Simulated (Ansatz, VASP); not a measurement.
This is a calculation of Ge for Ansatz 0.2.0.

Contents of input.yaml:

```yaml
crystal:
  lattice:
    - [-2.574489719, 2.574489719, 1.3974126432]
    - [2.574489719, -2.574489719, 1.3974126432]
    - [2.574489719, 2.574489719, -1.3974126432]
  atoms:
    - { symbol: Ge, position: [0.5, 0.5, 0.0] }
    - { symbol: Ge, position: [0.25, 0.75, 0.5] }
kpoints:
  mp_grid: { grid: [11, 11, 11] }
scf:
  occupations: { method: gaussian, width: 0.028 }
hamiltonian:
  xc: pbe
  pseudopotentials: { kind: all_electron, lapw: { basis_error: 0.001 } }
output:
  forces: true
  stress: true
  eigenvalues: true
```

Potentials or basis: all-electron LAPW, scalar-relativistic.

The run is started by

```sh
$ ansatz run input.yaml --threads 1 --pin off --max-ram 3072MiB --backend cpu --events-out ev --progress --plain --runs-dir out
```

**Question.** Translate it to VASP 6.6.1. Potentials there: VASP PAW PBE potentials, release 64 (Ge_d).

**Answer.** As run (the cutoff follows the program's own potentials):

INCAR

```
SYSTEM = Ge
PREC = Accurate ; ENCUT = 520
EDIFF = 1E-7 ; ISMEAR = 0
SIGMA = 0.028000000000000004 ; LREAL = .FALSE.
LASPH = .TRUE. ; NELM = 100
ALGO = Normal ; ISIF = 2
LWAVE = .FALSE. ; LCHARG = .TRUE.
GGA = PE ; LELF = .TRUE.
LVHAR = .TRUE. ; NBANDS = 21
```

Contents of KPOINTS:

```
regular mesh
0
G
  11 11 11
  0 0 0
```

The input POSCAR:

```
Ge
1.0
   -2.5744897190      2.5744897190      1.3974126432
    2.5744897190     -2.5744897190      1.3974126432
    2.5744897190      2.5744897190     -1.3974126432
Ge
2
Direct
    0.5000000000      0.5000000000      0.0000000000
    0.2500000000      0.7500000000      0.5000000000
```

Potentials or basis: VASP PAW PBE potentials, release 64 (Ge_d).

Launch:

```console
$ cat potpaw_PBE.64/Ge_d/POTCAR > POTCAR
$ mpirun -np 1 vasp_std > vasp.out
```

Both were run:

|  | VASP | Ansatz | Ansatz less VASP |
| --- | --- | --- | --- |
| gap on the k mesh at the Fermi level (eV) | none | none | - |
| pressure (GPa) | 3.2 | 3.2 | +0.01 |
| traceless stress, the component that is largest in VASP (GPa) | 0.25 | 0.26 | +0.008 |

A gap of «none» marks a metal or a gap that the smearing closes. Ansatz ran all-electron here, and VASP with PAW potentials.
